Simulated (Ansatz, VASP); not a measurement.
One calculation of BiTe, two programs

File POSCAR:

```
BiTe
1.0
    0.0000000000      3.1332110291      3.1332110291
    3.1332110291      0.0000000000      3.1332110291
    3.1332110291      3.1332110291      0.0000000000
Bi Te
1 1
Direct
    0.0000000000      0.0000000000      0.0000000000
    0.5000000000      0.5000000000      0.5000000000
```

INCAR.step1

```
PREC = Accurate
ENCUT = 520
ISMEAR = 0
SIGMA = 0.1
LREAL = F
LASPH = T
NELM = 60
NBANDS = 18
GGA = PE
ALGO = Normal
EDIFF = 1E-4
LWAVE = T
LCHARG = F
```

File INCAR.step2:

```
PREC = Accurate
ENCUT = 520
EDIFF = 1E-6
ISMEAR = 0
SIGMA = 0.1
LREAL = F
LASPH = T
NELM = 60
ALGO = Normal
ISIF = 2
LWAVE = F
LCHARG = F
METAGGA = R2SCAN
LMIXTAU = T
NBANDS = 18
ISTART = 1
```

Contents of KPOINTS:

```
regular mesh
0
Gamma
  12 12 12
```

Input for Ansatz:

```yaml
crystal:
  lattice:
    - [0.0, 3.1332110291, 3.1332110291]
    - [3.1332110291, 0.0, 3.1332110291]
    - [3.1332110291, 3.1332110291, 0.0]
  atoms:
    - { symbol: Bi, position: [0.0, 0.0, 0.0] }
    - { symbol: Te, position: [0.5, 0.5, 0.5] }
basis:
  ecutwfc: 500
kpoints:
  mp_grid: { grid: [12, 12, 12] }
hamiltonian:
  xc: r2scan
scf:
  occupations: { method: gaussian, width: 0.1 }
output:
  forces: true
  stress: true
  eigenvalues: true
```

Alike in both runs: task single point; functional r2SCAN; k mesh 12 × 12 × 12; occupations gaussian, width 0.1 eV; no spin polarisation.

|  | VASP | Ansatz |
| --- | --- | --- |
| version | VASP 6.6.1 | Ansatz 0.2.0 |
| potentials or method | VASP PAW PBE potentials, release 64 (Bi_d, Te), cutoff 520 eV | scalar-relativistic, plane waves, PAW |
| valence electrons in the cell | 21 | 31 |

|  | VASP | Ansatz | Ansatz less VASP |
| --- | --- | --- | --- |
| gap on the k mesh at the Fermi level (eV) | none | none | - |
| pressure (GPa) | 6.0 | 6.0 | +0.01 |

VASP's potentials were made for PBE, not for r2SCAN. A gap of «none» marks a metal or a gap that the smearing closes. The functional is the same, so the differences come from potentials, cutoffs and numerics. VASP's potentials hold 21 valence electrons a cell and Ansatz's 31, so a difference there can come from the potentials and not from the codes.

Neither program's run includes spin-orbit coupling.
